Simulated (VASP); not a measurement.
# CaO (sol2) (I4/mmm) in VASP: further runs, part 2 of 2

VASP 6.6.1.

### Step 4. Single point, PBEsol (strained cell)

Input file INCAR:

```
SYSTEM = CaO
  PREC = Accurate
  ENCUT = 600
  EDIFF = 1E-6
  ISMEAR = 0
  SIGMA = 0.02
  LREAL = .False.
  LASPH = .True.
  NELM = 120
  ALGO = Normal
  ISIF = 2
  LWAVE = .False.
  LCHARG = .False.
  GGA = PS
  NBANDS = 15
  GGA_COMPAT = .False.
```

Input file KPOINTS:

```
regular mesh
0
Gamma
  8 8 8
  0 0 0
```

Input file POSCAR:

```
CaO
1.0
    0.0000000000      2.4071923048      2.3712382592
    2.4071923048      0.0000000000      2.3712382592
    2.4071923048      2.4071923048      0.0000000000
Ca O
1 1
Direct
    0.0000000000      0.0000000000      0.0000000000
    0.5000000000      0.5000000000      0.5000000000
```

Potentials or basis: VASP PAW PBE potentials, release 64 (Ca_sv, O).

On the command line:

```console
> cat potpaw_PBE.64/Ca_sv/POTCAR potpaw_PBE.64/O/POTCAR > POTCAR
> mpirun -np 1 vasp_std > vasp.out
```

OUTCAR:

```text
SYSTEM = CaO
   PREC = Accurate
   ENCUT = 600
   EDIFF = 1E-6
   ISMEAR = 0
   LREAL = .False.
   LASPH = .True.
   NELM = 120
   ISIF = 2
   GGA = PS

 ion  position               nearest neighbor table
   1  0.000  0.000  0.000-   2 2.37   2 2.37   2 2.41   2 2.41   2 2.41   2 2.41
   2  0.500  0.500  0.500-   1 2.37   1 2.37   1 2.41   1 2.41   1 2.41   1 2.41

  LATTYP: Found a body centered tetragonal cell.
 ALAT       =     3.4042840047
 C/A-ratio  =     1.3930907386

  Lattice vectors:

 A1 = (   0.0000000000,  -2.4071923048,  -2.3712382592)
 A2 = (   0.0000000000,   2.4071923048,  -2.3712382592)
 A3 = (   2.4071923048,   0.0000000000,   2.3712382592)

Analysis of symmetry for initial positions (statically):
=====================================================================
 Subroutine PRICEL returns:
 Original cell was already a primitive cell.

 Routine SETGRP: Setting up the symmetry group for a
 body centered tetragonal supercell.

 Subroutine GETGRP returns: Found 16 space group operations
 (whereof 16 operations were pure point group operations)
 out of a pool of 16 trial point group operations.

The static configuration has the point symmetry D_4h.

Analysis of symmetry for dynamics (positions and initial velocities):
=====================================================================
 Subroutine PRICEL returns:
 Original cell was already a primitive cell.

 Routine SETGRP: Setting up the symmetry group for a
 body centered tetragonal supercell.

 Subroutine GETGRP returns: Found 16 space group operations
 (whereof 16 operations were pure point group operations)
 out of a pool of 16 trial point group operations.

The dynamic configuration has the point symmetry D_4h.

 Subroutine INISYM returns: Found 16 space group operations
 (whereof 16 operations are pure point group operations),
 and found     1 'primitive' translations

----------------------------------------------------------------------------------------

                                     Primitive cell

  volume of cell :      27.4806

[... 114 lines left out ...]
   LHFCALC =     F    Hartree Fock is set to
   AEXX    =    0.0000 exact exchange contribution
   IVDW    =     0    specifies the selected vdW correction
   LEPSILON=     F    determine dielectric tensor
   LRPA    =     F    only Hartree local field effects (RPA)
 non-spin polarized calculation
 Gauss-broadening in eV      SIGMA  =   0.02
  energy-cutoff  :      600.00
  volume of cell :       27.48
 maximum number of plane-waves:       934
   NGX = 13   NGY = 13   NGZ = 13

 number of electron      15.9999997 magnetization

 Free energy of the ion-electron system (eV)
  ---------------------------------------------------
  ext. energy  EPLUGINS =         0.00000000
  ---------------------------------------------------
  free energy    TOTEN  =       -13.41096612 eV

  energy without entropy =      -13.41096612  energy(sigma->0) =      -13.41096612

 E-fermi :   2.3602     XC(G=0): -10.7856

 val. band max:        2.2780570380   @ k =   0.0000   0.0000   0.0000
 cond. band min:       5.7489418348   @ k =   0.5000   0.5000   0.0000
 fundamental gap:      3.4708847968
 Fermi energy:         2.3601623482

 k-point     1 :       0.0000    0.0000    0.0000
  band No.  band energies     occupation
      1     -35.0931      2.00000
      2     -15.9298      2.00000
      3     -15.9298      2.00000
      4     -15.9214      2.00000
      5     -13.2137      2.00000
      6       2.2376      2.00000
      7       2.2376      2.00000
      8       2.2781      2.00000
      9       6.8878      0.00000
     10       8.4343      0.00000
     11       8.4343      0.00000
     12       8.5402      0.00000
     13       9.9529      0.00000
     14      10.1033      0.00000
[... 401 lines left out ...]
      2     -16.8313      2.00000
      3     -16.0200      2.00000
      4     -16.0081      2.00000
      5     -12.2756      2.00000
      6       0.1528      2.00000
      7       1.2465      2.00000
      8       1.4530      2.00000
      9       8.1197      0.00000
     10       9.7945      0.00000
     11      10.4500      0.00000
     12      10.5223      0.00000
     13      11.6966      0.00000
     14      12.4884      0.00000
     15      17.5768      0.00000

 [... further k-points ...]
[... 5 lines left out ...]
  --------------------------------------------------------------------------------------
  -------------------------------------------------------------------------------------
  Total       -0.3264627     -0.3264627      0.1033225      0.0000000      0.0000000      0.0000000
  in kB      -19.0334436    -19.0334436      6.0239159      0.0000000      0.0000000      0.0000000
  external PRESSURE =     -10.6809904 kB  Pullay stress =       0.0000000 kB

 VOLUME and BASIS-vectors are now :
 -----------------------------------------------------------------------------
  energy-cutoff  :      600.00
  volume of cell :       27.48
      direct lattice vectors                 reciprocal lattice vectors
     0.000000000  2.407192305  2.371238259    -0.207710867  0.207710867  0.210860295
     2.407192305  0.000000000  2.371238259     0.207710867 -0.207710867  0.210860295
     2.407192305  2.407192305  0.000000000     0.207710867  0.207710867 -0.210860295

 POSITION                                       TOTAL-FORCE (eV/Angst)
 -----------------------------------------------------------------------------------
      0.00000      0.00000      0.00000         0.000000     -0.000000      0.000000
      2.40719      2.40719      2.37124        -0.000000      0.000000      0.000000
 -----------------------------------------------------------------------------------
    total drift:                                0.000000      0.000000      0.000000

  FREE ENERGIE OF THE ION-ELECTRON SYSTEM (eV)
  ---------------------------------------------------
  free  energy   TOTEN  =       -13.4109661194 eV

  energy  without entropy=      -13.4109661194  energy(sigma->0) =      -13.41096612
```

OSZICAR:

```text
N       E                     dE             d eps       ncg     rms          rms(c)
DAV:   1     0.133127871948E+03    0.13313E+03   -0.90859E+03  1770   0.122E+03
DAV:   2    -0.929382001698E+01   -0.14242E+03   -0.13288E+03  2191   0.310E+02
DAV:   3    -0.147619065466E+02   -0.54681E+01   -0.54260E+01  2134   0.621E+01
DAV:   4    -0.149292909673E+02   -0.16738E+00   -0.16725E+00  2464   0.952E+00
DAV:   5    -0.149308413138E+02   -0.15503E-02   -0.15503E-02  2136   0.895E-01    0.806E+00
DAV:   6    -0.135098630362E+02    0.14210E+01   -0.42960E+00  1981   0.208E+01    0.354E+00
DAV:   7    -0.134276921742E+02    0.82171E-01   -0.36390E-01  1973   0.635E+00    0.178E+00
DAV:   8    -0.134118632718E+02    0.15829E-01   -0.72560E-02  2253   0.292E+00    0.399E-01
DAV:   9    -0.134106193679E+02    0.12439E-02   -0.48737E-03  1847   0.586E-01    0.104E-01
DAV:  10    -0.134109967050E+02   -0.37734E-03   -0.51835E-04  2120   0.262E-01    0.507E-02
DAV:  11    -0.134109669336E+02    0.29771E-04   -0.42197E-05  2368   0.915E-02    0.662E-03
DAV:  12    -0.134109661194E+02    0.81422E-06   -0.70888E-06  2082   0.294E-02
   1 F= -.13410966E+02 E0= -.13410966E+02  d E =-.105665E-11
```

Run time: 32 s. Hardware: 1 thread of AMD EPYC 7R43 (Zen 3), shared host; peak memory 0.13 GiB.

Results:

```
Free energy            : -13.4110 eV
Pressure               : -1.1 GPa
Band gap on the k mesh : 3.47 eV, indirect (least direct gap 3.89 eV)
```

Caveat: the cell differs from its parent crystal (strained cell); the PAW data sets were made with another functional, which shifts forces and pressure a little. A k mesh can miss the band edges.

### Step 5. Relaxation of the atoms, PBEsol (strained cell)

Input file INCAR:

```
PREC = Accurate
ENCUT = 520
EDIFF = 1E-7
ISMEAR = 0
SIGMA = 0.02
LREAL = False
LASPH = True
NELM = 120
ALGO = Normal
ISIF = 2
LWAVE = False
LCHARG = False
GGA = PS
IBRION = 2
NSW = 60
EDIFFG = -0.002
GGA_COMPAT = False
NELMIN = 4
```

Input file KPOINTS:

```
regular mesh
0
Gamma
  8 8 8
```

Input file POSCAR:

```
CaO
1.0
    0.0000000000      2.4071923048      2.3690585653
    2.4071923048      0.0000000000      2.3690585653
    2.4071923048      2.4071923048      0.0000000000
Ca O
1 1
Direct
    0.0000000000      0.0000000000      0.0000000000
    0.5000000000      0.5000000000      0.5000000000
```

On the command line:

```console
> cat potpaw_PBE.64/Ca_sv/POTCAR potpaw_PBE.64/O/POTCAR > POTCAR
> mpirun -np 1 vasp_std > vasp.out
```

It took 30 s on 1 thread of AMD EPYC 7R43 (Zen 3), shared host; peak memory 0.13 GiB.

It converged, with:

- Free energy: -13.4085 eV
- Pressure after relaxing: -0.8 GPa
- Band gap on the k mesh: 3.47 eV, indirect (least direct gap 3.89 eV)

Stress tensor (GPa, compression positive):
```
-1.74  0.00  0.00
 0.00 -1.74  0.00
 0.00  0.00  0.94
```

Final structure:
```
Ca O
1.0
     0.00000    2.40719    2.36906
     2.40719    0.00000    2.36906
     2.40719    2.40719    0.00000
Ca O
1 1
Direct
  0.00000 0.00000 0.00000
  0.50000 0.50000 0.50000
```

Levels at points of the mesh, in eV from the valence-band top:
```
           k point  band 5  band 6  band 7  band 8  band 9  band 10  band 11  band 12
(0.00, 0.00, 0.00)  -15.50   -0.04   -0.04    0.00    4.61     6.15     6.15     6.27
(0.50, 0.00, 0.00)  -14.20   -2.75   -1.27   -1.27    7.04     8.39     8.40     8.42
(0.50, 0.50, 0.00)  -15.25   -1.28   -0.43   -0.43    3.47     8.11     8.96     9.65
(0.50, 0.00, 0.50)  -15.25   -1.38   -0.41   -0.37    3.52     8.08     8.97     9.59
```

Caveat: the cell differs from its parent crystal (strained cell); the relaxation stopped at its first step, so nothing moved; the PAW data sets were made with another functional, which shifts forces and pressure a little. A k mesh can miss the band edges.

### Step 6. Summary

```tsv
task	cell	cutoff (eV)	gap on the mesh (eV)	pressure (GPa)
single point	a = 3.377, b = 3.377, c = 3.404 Å, angles 59.7, 59.7, 60.5°, 2 atoms	600	3.47	-1.0
single point	a = 3.380, b = 3.380, c = 3.404 Å, angles 59.8, 59.8, 60.5°, 2 atoms	600	3.47	-1.1
single point	a = 3.379, b = 3.379, c = 3.404 Å, angles 59.8, 59.8, 60.5°, 2 atoms	600	3.47	-1.1
relaxation of the atoms	atoms relaxed from a = 3.377, b = 3.377, c = 3.404 Å, angles 59.7, 59.7, 60.5°, 2 atoms	520	3.47	-0.8
```

Alike in all rows: level PBEsol; potentials or basis VASP PAW PBE potentials, release 64 (Ca_sv, O); no spin polarisation; k mesh 8 × 8 × 8; smearing gaussian 0.02 eV.

Caveats: the PAW data sets were made with another functional, which shifts forces and pressure a little; the relaxation stopped at its first step, so nothing moved (some runs).

Absolute energies hang on the potentials; compare differences alone.
